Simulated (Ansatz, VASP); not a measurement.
## One calculation of C, two programs

Contents of INCAR:

```
SYSTEM = C
PREC = Accurate
ENCUT = 910
EDIFF = 1E-6
ISMEAR = -1
SIGMA = 0.05
LREAL = .FALSE.
LASPH = .TRUE.
NELM = 120
ALGO = Normal
ISIF = 2
LWAVE = .FALSE.
LCHARG = .FALSE.
GGA = PS
NBANDS = 11
GGA_COMPAT = .FALSE.
```

KPOINTS

```
regular mesh
0
G
  13 13 13
  0 0 0
```

The input POSCAR:

```
C
1.0
    0.0000000000      1.7833700000      1.7833700000
    1.7833700000      0.0000000000      1.7833700000
    1.7833700000      1.7833700000      0.0000000000
C
2
Direct
    0.7500000000      0.7500000000      0.7500000000
    0.5000000000      0.5000000000      0.5000000000
```

input.yaml

```yaml
crystal:
  lattice:
    - [0.0, 1.78337, 1.78337]
    - [1.78337, 0.0, 1.78337]
    - [1.78337, 1.78337, 0.0]
  atoms:
    - { symbol: C, position: [0.75, 0.75, 0.75] }
    - { symbol: C, position: [0.5, 0.5, 0.5] }
hamiltonian:
  xc: pbesol
  pseudopotentials: { kind: paw }
kpoints:
  mp_grid: { grid: [13, 13, 13] }
scf:
  occupations: { method: fermi_dirac, width: 0.05 }
output:
  forces: true
  stress: true
  eigenvalues: true
```

Alike in both runs: task single point; functional PBEsol; k mesh 13 × 13 × 13; occupations fermi-dirac, width 0.05 eV; no spin polarisation.

|  | VASP | Ansatz |
| --- | --- | --- |
| version | VASP 6.6.1 | Ansatz 0.2.0 |
| potentials or method | VASP PAW PBE potentials, release 64 (C_h) | Ansatz PAW |
| plane-wave cutoff (eV) | 910 | 420 |
| valence electrons in the cell | 8 | 8 |

|  | VASP | Ansatz | Ansatz less VASP |
| --- | --- | --- | --- |
| gap on the k mesh at the Fermi level (eV) | 4.02 | 4.02 | +0.001 |
| least direct gap on the mesh (eV) | 5.54 | 5.54 | -0.005 |

VASP's potentials were made for PBE, not for PBEsol. With one functional, cell and mesh, what is left measures potentials, basis and numerics.

Noted on VASP's run: the cutoff is short for stress, so the pressure is rough. Noted on Ansatz's run: Pulay correction over one GPa; odd divisions of the mesh miss points on the zone boundary, where band edges often lie, so the gap on the mesh can be too wide.
